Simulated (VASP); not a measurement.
# Ta2Ga (Fd-3m) in VASP: further runs, part 2 of 2

VASP 6.6.1. Earlier steps stand in the parts before.

## Step 3: Relaxation of cell and atoms, r2SCAN

This run uses another cell than the first one, of 17.13 Å³/atom.

POSCAR

```
Ta2Ga
1.0
    0.0000000000      3.7175072942      3.7175072942
    3.7175072942      0.0000000000      3.7175072942
    3.7175072942      3.7175072942      0.0000000000
Ta Ga
4 2
Direct
    0.6250000000      0.6250000000      0.6250000000
    0.1250000000      0.6250000000      0.6250000000
    0.6250000000      0.6250000000      0.1250000000
    0.6250000000      0.1250000000      0.6250000000
    0.0000000000      0.0000000000      0.0000000000
    0.2500000000      0.2500000000      0.2500000000
```

INCAR.step1

```
ALGO = Normal ; EDIFF = 1E-4
ENCUT = 600 ; GGA = PE
ISMEAR = 0 ; LASPH = True
LCHARG = False ; LREAL = False
LWAVE = True ; NELM = 80
PREC = Accurate ; SIGMA = 0.1
```

INCAR.step2

```
ALGO = Normal ; EDIFF = 1E-7
EDIFFG = -0.04 ; ENCUT = 600
IBRION = 2 ; ISIF = 3
ISMEAR = 0 ; ISTART = 1
LASPH = True ; LCHARG = False
LMIXTAU = True ; LREAL = False
LWAVE = False ; METAGGA = R2SCAN
NELM = 80 ; NSW = 90
PREC = Accurate ; SIGMA = 0.1
```

KPOINTS

```
k-points
0
Gamma
  4 4 4
```

Potentials or basis: VASP PAW PBE potentials, release 64 (Ta_pv, Ga_d).

Run with:

```sh
$ cat potpaw_PBE.64/Ta_pv/POTCAR potpaw_PBE.64/Ga_d/POTCAR > POTCAR
$ cp INCAR.step1 INCAR
$ mpirun -np 1 vasp_std > vasp.out
$ cp INCAR.step2 INCAR
$ mpirun -np 1 vasp_std > vasp.out
```

OUTCAR:

```text
EDIFF = 1E-7
   EDIFFG = -0.04
   ENCUT = 600
   IBRION = 2
   ISIF = 3
   ISMEAR = 0
   ISTART = 1
   LASPH = True
   LREAL = False
   METAGGA = R2SCAN
   NELM = 80
   NSW = 90
   PREC = Accurate

 ion  position               nearest neighbor table
   1  0.625  0.625  0.625-   2 2.63   3 2.63   4 2.63   3 2.63   4 2.63   2 2.63   6 3.08   5 3.08
                             6 3.08   5 3.08   6 3.08   5 3.08
   2  0.125  0.625  0.625-   1 2.63   3 2.63   4 2.63   1 2.63   3 2.63   4 2.63   5 3.08   6 3.08
                             5 3.08   5 3.08   6 3.08   6 3.08
   3  0.625  0.625  0.125-   1 2.63   1 2.63   2 2.63   4 2.63   4 2.63   2 2.63   6 3.08   5 3.08
                             6 3.08   5 3.08   6 3.08   5 3.08
   4  0.625  0.125  0.625-   1 2.63   3 2.63   1 2.63   2 2.63   3 2.63   2 2.63   5 3.08   6 3.08
                             5 3.08   6 3.08   6 3.08   5 3.08
   5  0.000  0.000  0.000-   1 3.08   3 3.08   4 3.08   1 3.08   2 3.08   3 3.08   1 3.08   2 3.08
                             4 3.08   2 3.08   3 3.08   4 3.08
   6  0.250  0.250  0.250-   2 3.08   3 3.08   4 3.08   1 3.08   2 3.08   4 3.08   1 3.08   2 3.08
                             3 3.08   1 3.08   3 3.08   4 3.08

  LATTYP: Found a face centered cubic cell.
 ALAT       =     7.4350145884

  Lattice vectors:

 A1 = (   0.0000000000,   3.7175072942,   3.7175072942)
 A2 = (   3.7175072942,   0.0000000000,   3.7175072942)
 A3 = (   3.7175072942,   3.7175072942,   0.0000000000)

Analysis of symmetry for initial positions (statically):
=====================================================================
 Subroutine PRICEL returns:
 Original cell was already a primitive cell.

 Routine SETGRP: Setting up the symmetry group for a
 face centered cubic supercell.

 Subroutine GETGRP returns: Found 48 space group operations
 (whereof 24 operations were pure point group operations)
 out of a pool of 48 trial point group operations.

The static configuration has the point symmetry T_d .
 The point group associated with its full space group is O_h .

Analysis of symmetry for dynamics (positions and initial velocities):
=====================================================================
 Subroutine PRICEL returns:
 Original cell was already a primitive cell.

 Routine SETGRP: Setting up the symmetry group for a
 face centered cubic supercell.

 Subroutine GETGRP returns: Found 48 space group operations
 (whereof 24 operations were pure point group operations)
 out of a pool of 48 trial point group operations.

The dynamic configuration has the point symmetry T_d .
 The point group associated with its full space group is O_h .

 Subroutine INISYM returns: Found 48 space group operations
 (whereof 24 operations are pure point group operations),
 and found     1 'primitive' translations

----------------------------------------------------------------------------------------

                                     Primitive cell

  volume of cell :     102.7509

  direct lattice vectors                    reciprocal lattice vectors
     0.000000000  3.717507294  3.717507294    -0.134498727  0.134498727  0.134498727
     3.717507294  0.000000000  3.717507294     0.134498727 -0.134498727  0.134498727
     3.717507294  3.717507294  0.000000000     0.134498727  0.134498727 -0.134498727

  length of vectors
     5.257349234  5.257349234  5.257349234     0.232958629  0.232958629  0.232958629

  position of ions in fractional coordinates (direct lattice)
     0.625000000  0.625000000  0.625000000
     0.125000000  0.625000000  0.625000000
     0.625000000  0.625000000  0.125000000
     0.625000000  0.125000000  0.625000000
[... 31 lines left out ...]
     0.000000000  0.000000000  0.000000000

 Subroutine IBZKPT returns following result:
 ===========================================

 Found      8 irreducible k-points:

 Following reciprocal coordinates:
            Coordinates               Weight
  0.000000  0.000000  0.000000      1.000000
  0.250000  0.000000  0.000000      8.000000
  0.500000  0.000000  0.000000      4.000000
  0.250000  0.250000  0.000000      6.000000
  0.500000  0.250000  0.000000     24.000000
 -0.250000  0.250000  0.000000     12.000000
  0.500000  0.500000  0.000000      3.000000
 -0.250000  0.500000  0.250000      6.000000
   k-points           NKPTS =      8   k-points in BZ     NKDIM =      8   number of bands    NBANDS=     42
   number of dos      NEDOS =    301   number of ions     NIONS =      6
   total plane-waves  NPLWV =  74088
   dimension x,y,z NGX =    42 NGY =   42 NGZ =   42
   dimension x,y,z NGXF=    84 NGYF=   84 NGZF=   84
   ions per type =               4   2
   NGX,Y,Z   is equivalent  to a cutoff of  13.28, 13.28, 13.28 a.u.
   NGXF,Y,Z  is equivalent  to a cutoff of  26.56, 26.56, 26.56 a.u.
 SYSTEM =  unknown system
   PREC   = accura    normal or accurate (medium, high low for compatibility)
   ISTART =      1    job   : 0-new  1-cont  2-samecut
   ICHARG =      0    charge: 1-file 2-atom 10-const
   ISPIN  =      1    spin polarized calculation?
   LNONCOLLINEAR =      F non collinear calculations
   LSORBIT =      F    spin-orbit coupling
   LASPH  =      T    aspherical Exc in radial PAW
   ENCUT  =  600.0 eV  44.10 Ry    6.64 a.u.  10.50 10.50 10.50*2*pi/ulx,y,z
   NELM   =     80;   NELMIN=  2; NELMDL=  0     # of ELM steps
   EDIFF  = 0.1E-06   stopping-criterion for ELM
   LREAL  =      F    real-space projection
   EDIFFG = -.4E-01   stopping-criterion for IOM
   NSW    =     90    number of steps for IOM
   IBRION =      2    ionic relax: 0-MD 1-quasi-New 2-CG
   NFREE  =      1    steps in history (QN), initial steepest desc. (CG)
   ISIF   =      3    stress and relaxation
   ISYM   =      2    0-nonsym 1-usesym 2-fastsym
   POTIM  = 0.5000    time-step for ionic-motion
   TEBEG  =    0.0;   TEEND  =   0.0 temperature during run
   PSTRESS=    0.0 pullay stress
   NELECT =      70.0000    total number of electrons
   NUPDOWN=      -1.0000    fix difference up-down
   EMIN   =  10.00;   EMAX   =-10.00  energy-range for DOS
   EFERMI =   0.00;   METHOD = LEGACY
   ISMEAR =     0;   SIGMA  =   0.10  broadening in eV -4-tet -1-fermi 0-gaus
   EFERMI_NEDOS =   21; number of points for ismear=-14 and -15
   IALGO  =     38    algorithm
   IMIX   =      4    mixing-type and parameters
     AMIX     =   0.40;   BMIX     =  1.00
     AMIX_MAG =   1.60;   BMIX_MAG =  1.00
  volume/ion in A,a.u.               =      17.13       115.57
  Fermi-wavevector in a.u.,A,eV,Ry     =   1.440497  2.722145 28.232518  2.075032
  Thomas-Fermi vector in A             =   2.559234
   LORBIT       =      0    0 simple, 1 ext, 2 COOP (PROOUT), +10 PAW based schemes
   METAGGA = R2SCAN    functional components
   LHFCALC =     F    Hartree Fock is set to
   AEXX    =    0.0000 exact exchange contribution
   IVDW    =     0    specifies the selected vdW correction
   LEPSILON=     F    determine dielectric tensor
   LRPA    =     F    only Hartree local field effects (RPA)
 conjugate gradient relaxation of ions
 non-spin polarized calculation
 Gauss-broadening in eV      SIGMA  =   0.10
  energy-cutoff  :      600.00
  volume of cell :      102.75
 maximum number of plane-waves:      3479
 NGX is ok and might be reduce to    42
   NGX = 21   NGY = 21   NGZ = 21

--------------------------------------- Ionic step        1  -------------------------------------------

 number of electron      70.0000018 magnetization

 Free energy of the ion-electron system (eV)
  ---------------------------------------------------
  ext. energy  EPLUGINS =         0.00000000
  ---------------------------------------------------
  free energy    TOTEN  =      -213.50931595 eV

  energy without entropy =     -213.48088322  energy(sigma->0) =     -213.49509958

------------------------ aborting loop because EDIFF is reached ----------------------------------------

  FORCE on cell =-STRESS in cart. coord.  units (eV):
  Direction    XX          YY          ZZ          XY          YZ          ZX
  --------------------------------------------------------------------------------------
  -------------------------------------------------------------------------------------
  Total       11.5300665     11.5300665     11.5300665     -0.0000000      0.0000000     -0.0000000
  in kB      179.7864314    179.7864314    179.7864314     -0.0000000      0.0000000     -0.0000000
  external PRESSURE =     179.7864314 kB  Pullay stress =       0.0000000 kB
[... 107 lines left out ...]
--------------------------------------- Ionic step        4  -------------------------------------------

 number of electron      69.9999995 magnetization

 Free energy of the ion-electron system (eV)
  ---------------------------------------------------
  ext. energy  EPLUGINS =         0.00000000
  ---------------------------------------------------
  free energy    TOTEN  =      -214.09722554 eV

  energy without entropy =     -214.07331013  energy(sigma->0) =     -214.08526783

 E-fermi :   5.2565     XC(G=0): -12.9329

 val. band max:        5.2196663982   @ k =   0.2500   0.0000   0.0000
 cond. band min:       5.2572374725   @ k =   0.2500   0.2500   0.0000
 fundamental gap:      0.0375710743
 Fermi energy:         5.2565142159

 k-point     1 :       0.0000    0.0000    0.0000
  band No.  band energies     occupation
      1     -31.2297      2.00000
      2     -30.5565      2.00000
      3     -30.5565      2.00000
      4     -30.5565      2.00000
      5     -30.3425      2.00000
      6     -30.3425      2.00000
[... 382 lines left out ...]
  FREE ENERGIE OF THE ION-ELECTRON SYSTEM (eV)
  ---------------------------------------------------
  free  energy   TOTEN  =      -214.0972255381 eV

  energy  without entropy=     -214.0733101263  energy(sigma->0) =     -214.08526783

 reached required accuracy - stopping structural energy minimisation
```

Wall time 9.4 min (1 thread of Intel Xeon Platinum 8488C (Sapphire Rapids), shared host); peak memory 0.31 GiB.

What came out:

```
Free energy                           : -214.0972 eV
Relaxed volume                        : 19.03 Å³/atom
Relaxed cell                          : a = 5.446 Å, b = 5.446 Å, c = 5.446 Å, α = 60.00°, β = 60.00°, γ = 60.00°
Space group after relaxing (to 0.1 Å) : Fd-3m (No. 227)
Energy gained by relaxing             : 98.0 meV/atom
Ionic steps                           : 4
Pressure after relaxing               : -0.1 GPa
Band gap on the k mesh                : zero (bands 35 and 36 overlap by 0.49 eV)
```

The path:
```csv
step,energy change (eV),largest force (eV/Å),pressure (GPa),volume (Å³)
1,0.0000,0.0000,17.98,102.75
2,0.5909,0.0000,-16.50,134.06
3,-0.5871,0.0000,-0.54,114.58
4,-0.5879,0.0000,-0.05,114.18
```

Final structure:
```
Ta Ga
1.0
     0.00000    3.85057    3.85057
     3.85057    0.00000    3.85057
     3.85057    3.85057    0.00000
Ta Ga
4 2
Direct
  0.62500 0.62500 0.62500
  0.12500 0.62500 0.62500
  0.62500 0.62500 0.12500
  0.62500 0.12500 0.62500
  0.00000 0.00000 0.00000
  0.25000 0.25000 0.25000
```

Caveat: the k points lie up to 0.35 Å⁻¹ apart in the final cell; the PAW data sets were made with another functional, which shifts forces and pressure a little; spin-orbit coupling is left out, which moves the levels of the heavy elements.
